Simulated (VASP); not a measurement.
# HfN (P6_3/mmc) in VASP: further runs

Runs on HfN. Level: PBE. Tasks: single point, relaxation of cell and atoms.

Program: VASP 6.6.1. These are calculated values, not measurements. Logs are shortened: lines on timing, memory, paths and dates and some standing lists are left out, and cuts for length are marked.

### 1 The cell of the first run

The structure is hexagonal, space group P6_3/mmc (No. 194). Conventional cell: a = 3.158 Å, b = 3.158 Å, c = 5.457 Å, α = 90.00°, β = 90.00°, γ = 120.00°. Within 3.0 Å of Hf (site symmetry -6m2) lie 6 N at 2.28 Å. Within 3.0 Å of N (site symmetry -3m) lie 6 Hf at 2.28 Å and 2 N at 2.73 Å.

### 2 Single point, PBE

File INCAR:

```
PREC = Accurate
ENCUT = 600
EDIFF = 1E-6
ISMEAR = 0
SIGMA = 0.1
LREAL = F
LASPH = T
NELM = 120
ALGO = Normal
ISIF = 2
LWAVE = F
LCHARG = T
GGA = PE
LELF = T
LVHAR = T
NBANDS = 23
GGA_COMPAT = F
```

File KPOINTS:

```
Automatic mesh
0
Gamma
  12 12 9
```

File POSCAR:

```
HfN
1.0
    3.1577933250      0.0000000000      0.0000000000
   -1.5788966625      2.7347292393      0.0000000000
    0.0000000000      0.0000000000      5.4568968794
Hf N
2 2
Direct
    0.0000000000      0.0000000000      0.0000000000
    0.3333333333      0.6666666667      0.5000000000
    0.6666666667      0.3333333333      0.2500000000
    0.6666666667      0.3333333333      0.7500000000
```

Potentials or basis: VASP PAW PBE potentials, release 64 (Hf_pv, N).

On the command line:

```
$ cat potpaw_PBE.64/Hf_pv/POTCAR potpaw_PBE.64/N/POTCAR > POTCAR
$ mpirun -np 1 vasp_std > vasp.out
```

OUTCAR:

```text
PREC = Accurate
   ENCUT = 600
   EDIFF = 1E-6
   ISMEAR = 0
   LREAL = F
   LASPH = T
   NELM = 120
   ISIF = 2
   GGA = PE

 ion  position               nearest neighbor table
   1  0.000  0.000  0.000-   3 2.28   4 2.28   3 2.28   4 2.28   3 2.28   4 2.28   2 3.28   2 3.28
                             2 3.28   2 3.28   2 3.28   2 3.28
   2  0.333  0.667  0.500-   3 2.28   4 2.28   3 2.28   4 2.28   3 2.28   4 2.28   1 3.28   1 3.28
                             1 3.28   1 3.28   1 3.28   1 3.28
   3  0.667  0.333  0.250-   2 2.28   1 2.28   2 2.28   1 2.28   1 2.28   2 2.28
   4  0.667  0.333  0.750-   2 2.28   1 2.28   2 2.28   1 2.28   1 2.28   2 2.28

  LATTYP: Found a hexagonal cell.
 ALAT       =     3.1577933250
 C/A-ratio  =     1.7280728400

  Lattice vectors:

 A1 = (   3.1577933250,   0.0000000000,   0.0000000000)
 A2 = (  -1.5788966625,   2.7347292393,   0.0000000000)
 A3 = (   0.0000000000,   0.0000000000,   5.4568968794)

Analysis of symmetry for initial positions (statically):
=====================================================================
 Subroutine PRICEL returns:
 Original cell was already a primitive cell.

 Routine SETGRP: Setting up the symmetry group for a
 hexagonal supercell.

 Subroutine GETGRP returns: Found 24 space group operations
 (whereof 12 operations were pure point group operations)
 out of a pool of 24 trial point group operations.

The static configuration has the point symmetry D_3h.
 The point group associated with its full space group is D_6h.

Analysis of symmetry for dynamics (positions and initial velocities):
=====================================================================
 Subroutine PRICEL returns:
 Original cell was already a primitive cell.

 Routine SETGRP: Setting up the symmetry group for a
 hexagonal supercell.

 Subroutine GETGRP returns: Found 24 space group operations
 (whereof 12 operations were pure point group operations)
 out of a pool of 24 trial point group operations.

The dynamic configuration has the point symmetry D_3h.
 The point group associated with its full space group is D_6h.

 Subroutine INISYM returns: Found 24 space group operations
 (whereof 12 operations are pure point group operations),
 and found     1 'primitive' translations

----------------------------------------------------------------------------------------

                                     Primitive cell

  volume of cell :      47.1242

  direct lattice vectors                    reciprocal lattice vectors
     3.157793325  0.000000000  0.000000000     0.316676836  0.182833457  0.000000000
    -1.578896663  2.734729239  0.000000000     0.000000000  0.365666913  0.000000000
     0.000000000  0.000000000  5.456896879     0.000000000  0.000000000  0.183254333

  length of vectors
     3.157793325  3.157793325  5.456896879     0.365666913  0.365666913  0.183254333

  position of ions in fractional coordinates (direct lattice)
     0.000000000  0.000000000  0.000000000
     0.333333333  0.666666667  0.500000000
     0.666666667  0.333333333  0.250000000
     0.666666667  0.333333333  0.750000000

  ion indices of the primitive-cell ions
   primitive index   ion index
                 1           1
                 2           2
                 3           3
                 4           4

----------------------------------------------------------------------------------------

 KPOINTS: Automatic mesh

Automatic generation of k-mesh.
 Grid dimensions read from file:
 generate k-points for:   12   12    9

 Generating k-lattice:

  Cartesian coordinates                     Fractional coordinates (reciprocal lattice)
     0.026389736  0.015236121  0.000000000     0.083333333 -0.000000000  0.000000000
     0.000000000  0.030472243  0.000000000     0.000000000  0.083333333  0.000000000
     0.000000000  0.000000000  0.020361593     0.000000000  0.000000000  0.111111111

  Length of vectors
     0.030472243  0.030472243  0.020361593

  Shift w.r.t. Gamma in fractional coordinates (k-lattice)
     0.000000000  0.000000000  0.000000000

 Subroutine IBZKPT returns following result:
 ===========================================

 Found     95 irreducible k-points:

 Following reciprocal coordinates:
            Coordinates               Weight
  0.000000  0.000000  0.000000      1.000000
  0.083333  0.000000  0.000000      6.000000
  0.166667 -0.000000  0.000000      6.000000
  0.250000 -0.000000  0.000000      6.000000
  0.333333 -0.000000  0.000000      6.000000
  0.416667 -0.000000  0.000000      6.000000
[... 16 lines left out ...]
  0.250000 -0.000000  0.111111     12.000000
  0.333333 -0.000000  0.111111     12.000000
 [... further k-points ...]
   k-points           NKPTS =     95   k-points in BZ     NKDIM =     95   number of bands    NBANDS=     23
   number of dos      NEDOS =    301   number of ions     NIONS =      4
   total plane-waves  NPLWV =  37632
   dimension x,y,z NGX =    28 NGY =   28 NGZ =   48
   dimension x,y,z NGXF=    56 NGYF=   56 NGZF=   96
   ions per type =               2   2
   NGX,Y,Z   is equivalent  to a cutoff of  14.74, 14.74, 14.62 a.u.
   NGXF,Y,Z  is equivalent  to a cutoff of  29.48, 29.48, 29.25 a.u.
 SYSTEM =  unknown system
   PREC   = accura    normal or accurate (medium, high low for compatibility)
   ISTART =      0    job   : 0-new  1-cont  2-samecut
   ICHARG =      2    charge: 1-file 2-atom 10-const
   ISPIN  =      1    spin polarized calculation?
   LNONCOLLINEAR =      F non collinear calculations
   LSORBIT =      F    spin-orbit coupling
   LASPH  =      T    aspherical Exc in radial PAW
   ENCUT  =  600.0 eV  44.10 Ry    6.64 a.u.   6.31  6.31 10.90*2*pi/ulx,y,z
   NELM   =    120;   NELMIN=  2; NELMDL= -5     # of ELM steps
   EDIFF  = 0.1E-05   stopping-criterion for ELM
   LREAL  =      F    real-space projection
   EDIFFG = 0.1E-04   stopping-criterion for IOM
   NSW    =      0    number of steps for IOM
   IBRION =     -1    ionic relax: 0-MD 1-quasi-New 2-CG
   NFREE  =      0    steps in history (QN), initial steepest desc. (CG)
   ISIF   =      2    stress and relaxation
   ISYM   =      2    0-nonsym 1-usesym 2-fastsym
   POTIM  = 0.5000    time-step for ionic-motion
   TEBEG  =    0.0;   TEEND  =   0.0 temperature during run
   PSTRESS=    0.0 pullay stress
   NELECT =      30.0000    total number of electrons
   NUPDOWN=      -1.0000    fix difference up-down
   EMIN   =  10.00;   EMAX   =-10.00  energy-range for DOS
   EFERMI =   0.00;   METHOD = LEGACY
   ISMEAR =     0;   SIGMA  =   0.10  broadening in eV -4-tet -1-fermi 0-gaus
   EFERMI_NEDOS =   21; number of points for ismear=-14 and -15
   IALGO  =     38    algorithm
   IMIX   =      4    mixing-type and parameters
     AMIX     =   0.40;   BMIX     =  1.00
     AMIX_MAG =   1.60;   BMIX_MAG =  1.00
  volume/ion in A,a.u.               =      11.78        79.50
  Fermi-wavevector in a.u.,A,eV,Ry     =   1.408318  2.661335 26.985236  1.983359
  Thomas-Fermi vector in A             =   2.530488
   LORBIT       =      0    0 simple, 1 ext, 2 COOP (PROOUT), +10 PAW based schemes
   GGA     = PE    functional components
   LHFCALC =     F    Hartree Fock is set to
   AEXX    =    0.0000 exact exchange contribution
   IVDW    =     0    specifies the selected vdW correction
   LEPSILON=     F    determine dielectric tensor
   LRPA    =     F    only Hartree local field effects (RPA)
 non-spin polarized calculation
 Gauss-broadening in eV      SIGMA  =   0.10
  energy-cutoff  :      600.00
  volume of cell :       47.12
 maximum number of plane-waves:      1589
 NGX is ok and might be reduce to    28
   NGX = 13   NGY = 13   NGZ = 21

 number of electron      30.0000000 magnetization

 Free energy of the ion-electron system (eV)
  ---------------------------------------------------
  ext. energy  EPLUGINS =         0.00000000
  ---------------------------------------------------
  free energy    TOTEN  =       -43.40546951 eV

  energy without entropy =      -43.39935337  energy(sigma->0) =      -43.40241144

 E-fermi :   7.7120     XC(G=0): -12.6262

 val. band max:        7.6967866536   @ k =   0.0833   0.0833   0.3333
 cond. band min:       7.7127340759   @ k =   0.0833   0.0000   0.1111
 fundamental gap:      0.0159474223
 Fermi energy:         7.7119530031

 k-point     1 :       0.0000    0.0000    0.0000
  band No.  band energies     occupation
      1     -23.9971      2.00000
      2     -23.2106      2.00000
      3     -23.1078      2.00000
      4     -23.1078      2.00000
      5     -23.0512      2.00000
      6     -23.0512      2.00000
[... 15 lines left out ...]
     22      13.2051      0.00000
     23      13.2051      0.00000

 k-point     2 :       0.0833    0.0000    0.0000
  band No.  band energies     occupation
      1     -23.9744      2.00000
      2     -23.2127      2.00000
      3     -23.1624      2.00000
      4     -23.1250      2.00000
      5     -23.1044      2.00000
      6     -23.0565      2.00000
[... 15 lines left out ...]
     22      12.9442      0.00000
     23      13.1806      0.00000

 k-point     3 :       0.1667   -0.0000    0.0000
  band No.  band energies     occupation
      1     -23.9099      2.00000
      2     -23.3150      2.00000
      3     -23.2406      2.00000
      4     -23.2203      2.00000
      5     -23.1681      2.00000
      6     -23.0745      2.00000
[... 15 lines left out ...]
     22      12.4379      0.00000
     23      12.7425      0.00000
[... 495 lines left out ...]
 k-point    23 :       0.2500   -0.0000    0.1111
  band No.  band energies     occupation
      1     -23.8058      2.00000
      2     -23.5188      2.00000
      3     -23.4235      2.00000
      4     -23.2414      2.00000
      5     -23.2189      2.00000
      6     -23.1067      2.00000
[... 15 lines left out ...]
     22      12.8820      0.00000
     23      13.0603      0.00000

 k-point    24 :       0.3333   -0.0000    0.1111
  band No.  band energies     occupation
      1     -23.7587      2.00000
      2     -23.6694      2.00000
      3     -23.5784      2.00000
      4     -23.2698      2.00000
      5     -23.2695      2.00000
      6     -23.1380      2.00000
[... 15 lines left out ...]
     22      13.2270      0.00000
     23      13.5327      0.00000

 [... further k-points ...]

------------------------ aborting loop because EDIFF is reached ----------------------------------------

  FORCE on cell =-STRESS in cart. coord.  units (eV):
  Direction    XX          YY          ZZ          XY          YZ          ZX
  --------------------------------------------------------------------------------------
  -------------------------------------------------------------------------------------
  Total       -0.6922819     -0.6922819     -0.6711095      0.0000000      0.0000000      0.0000000
  in kB      -23.5369281    -23.5369281    -22.8170862      0.0000000      0.0000000      0.0000000
  external PRESSURE =     -23.2969808 kB  Pullay stress =       0.0000000 kB

 VOLUME and BASIS-vectors are now :
 -----------------------------------------------------------------------------
  energy-cutoff  :      600.00
  volume of cell :       47.12
      direct lattice vectors                 reciprocal lattice vectors
     3.157793325  0.000000000  0.000000000     0.316676836  0.182833457  0.000000000
    -1.578896663  2.734729239  0.000000000     0.000000000  0.365666913  0.000000000
     0.000000000  0.000000000  5.456896879     0.000000000  0.000000000  0.183254333

 POSITION                                       TOTAL-FORCE (eV/Angst)
 -----------------------------------------------------------------------------------
      0.00000      0.00000      0.00000         0.000000     -0.000000      0.000000
     -0.00000      1.82315      2.72845        -0.000000      0.000000      0.000000
      1.57890      0.91158      1.36422         0.000000     -0.000000      0.000000
      1.57890      0.91158      4.09267        -0.000000      0.000000     -0.000000
 -----------------------------------------------------------------------------------
    total drift:                               -0.000000      0.000000      0.000000

  FREE ENERGIE OF THE ION-ELECTRON SYSTEM (eV)
  ---------------------------------------------------
  free  energy   TOTEN  =       -43.4054695092 eV

  energy  without entropy=      -43.3993533682  energy(sigma->0) =      -43.40241144
```

Wall time 70 s (1 thread of AMD EPYC 9R45 (Zen 5), shared host); peak memory 0.23 GiB.

What came out:

```yaml
Free_energy: -43.4055 eV
Pressure: -2.3 GPa
Band_gap_on_the_k_mesh: zero (bands 15 and 16 overlap by 1.77 eV)
```

Caveat: spin-orbit coupling is left out, which moves the levels of the heavy elements.

### 3 Single point, PBE

This run uses another cell than the first one, of 12.23 Å³/atom.

File INCAR:

```
SYSTEM = HfN
  PREC = Accurate
  ENCUT = 600
  EDIFF = 1E-6
  ISMEAR = 0
  SIGMA = 0.1
  LREAL = .FALSE.
  LASPH = .TRUE.
  NELM = 120
  ALGO = Normal
  ISIF = 2
  LWAVE = .FALSE.
  LCHARG = .FALSE.
  GGA = PE
  NBANDS = 23
  GGA_COMPAT = .FALSE.
```

File KPOINTS:

```
regular mesh
0
G
  12 12 9
  0 0 0
```

File POSCAR:

```
HfN
1.0
    3.1503951744      0.0000000000      0.0000000000
   -1.5751975872      2.7283222530      0.0000000000
    0.0000000000      0.0000000000      5.6913873597
Hf N
2 2
Direct
    0.0000000000      0.0000000000      0.0000000000
    0.0000000000      0.0000000000      0.5000000000
    0.3333333333      0.6666666667      0.2500000000
    0.6666666667      0.3333333333      0.7500000000
```

Potentials or basis: VASP PAW PBE potentials, release 64 (Hf_pv, N).

On the command line:

```
$ cat potpaw_PBE.64/Hf_pv/POTCAR potpaw_PBE.64/N/POTCAR > POTCAR
$ mpirun -np 1 vasp_std > vasp.out
```

Wall time 69 s (1 thread of AMD EPYC 9R45 (Zen 5), shared host); peak memory 0.23 GiB.

The run converged. Its results:

```
Free energy            : -42.1002 eV
Pressure               : -2.1 GPa
Band gap on the k mesh : zero (bands 15 and 16 overlap by 1.85 eV)
```

Stress tensor (GPa, compression positive):
```
-1.85  0.00  0.00
 0.00 -1.85  0.00
 0.00  0.00 -2.75
```

Levels at points of the mesh, in eV from the Fermi level:
| k point | band 11 | band 12 | band 13 | band 14 | band 15 | band 16 | band 17 | band 18 | band 19 | band 20 |
| --- | --- | --- | --- | --- | --- | --- | --- | --- | --- | --- |
| (0.00, 0.00, 0.00) | -4.95 | -2.92 | -2.82 | -2.30 | -2.30 | 0.84 | 0.84 | 0.89 | 0.89 | 1.94 |
| (0.50, 0.00, 0.00) | -5.24 | -4.67 | -3.92 | -2.96 | -2.64 | 0.06 | 3.76 | 4.44 | 4.63 | 5.07 |

Caveat: spin-orbit coupling is left out, which moves the levels of the heavy elements.

### 4 Relaxation of cell and atoms, PBE

This run uses another cell than the first one, of 11.76 Å³/atom.

File INCAR:

```
PREC = Accurate
ENCUT = 600
EDIFF = 1E-7
ISMEAR = 0
SIGMA = 0.1
LREAL = False
LASPH = True
NELM = 120
ALGO = Normal
ISIF = 3
LWAVE = False
LCHARG = False
GGA = PE
IBRION = 2
NSW = 65
EDIFFG = -0.01
GGA_COMPAT = False
NELMIN = 4
```

File KPOINTS:

```
regular mesh
0
Gamma
  12 12 9
```

File POSCAR:

```
HfN
1.0
    3.2159940711      0.0000000000      0.0000000000
   -1.6079970356      2.7851325640      0.0000000000
    0.0000000000      0.0000000000      5.2504546535
Hf N
2 2
Direct
    0.0000000000      0.0000000000      0.0000000000
    0.0000000000      0.0000000000      0.5000000000
    0.3333333333      0.6666666667      0.2500000000
    0.6666666667      0.3333333333      0.7500000000
```

On the command line:

```
$ cat potpaw_PBE.64/Hf_pv/POTCAR potpaw_PBE.64/N/POTCAR > POTCAR
$ mpirun -np 1 vasp_std > vasp.out
```

Run time: 6.5 min. Hardware: 1 thread of AMD EPYC 9R45 (Zen 5), shared host; peak memory 0.23 GiB.

Results (log left out):

- Free energy: -42.1012 eV
- Relaxed volume: 12.13 Å³/atom
- Relaxed cell: a = 3.143 Å, b = 3.143 Å, c = 5.670 Å, α = 90.00°, β = 90.00°, γ = 120.00°
- Space group after relaxing (to 0.1 Å): P6_3/mmc (No. 194)
- Energy gained by relaxing: 105.2 meV/atom
- Ionic steps: 10
- Pressure after relaxing: -0.1 GPa
- Band gap on the k mesh: zero (bands 15 and 16 overlap by 1.83 eV)

Step by step:
| step | energy change (eV) | largest force (eV/Å) | pressure (GPa) | volume (Å³) |
| --- | --- | --- | --- | --- |
| 1 | 0.0000 | 0.0000 | 12.57 | 47.03 |
| 2 | -0.0702 | 0.0000 | -19.50 | 53.30 |
| 3 | -0.3511 | 0.0000 | -7.07 | 50.23 |
| 4 | -0.3519 | 0.0000 | -6.41 | 50.10 |
| 5 | -0.4061 | 0.0000 | 3.80 | 47.72 |
| 6 | -0.4206 | 0.0000 | 0.35 | 48.44 |
| 7 | -0.4206 | 0.0000 | 0.51 | 48.41 |
| 8 | -0.4205 | 0.0000 | -0.28 | 48.55 |
| 9 | -0.4207 | 0.0000 | 0.13 | 48.47 |
| 10 | -0.4207 | 0.0000 | -0.06 | 48.52 |

Final structure:
```
Hf N
1.0
     3.14340    0.00000    0.00000
    -1.57170    2.72227    0.00000
     0.00000    0.00000    5.66958
Hf N
2 2
Direct
  0.00000 0.00000 0.00000
  0.00000 0.00000 0.50000
  0.33333 0.66667 0.25000
  0.66667 0.33333 0.75000
```

Levels at points of the mesh, in eV from the Fermi level:
| k point | band 13 | band 14 | band 15 | band 16 | band 17 | band 18 |
| --- | --- | --- | --- | --- | --- | --- |
| (0.00, 0.00, 0.00) | -2.86 | -2.33 | -2.33 | 0.84 | 0.84 | 0.87 |
| (0.50, 0.00, 0.00) | -3.93 | -2.98 | -2.67 | 0.07 | 3.78 | 4.48 |

Caveat: spin-orbit coupling is left out, which moves the levels of the heavy elements.

(Part 1 of 2 ends here.)

The gap in the log of VASP goes by the Fermi energy; the results here count the filled bands.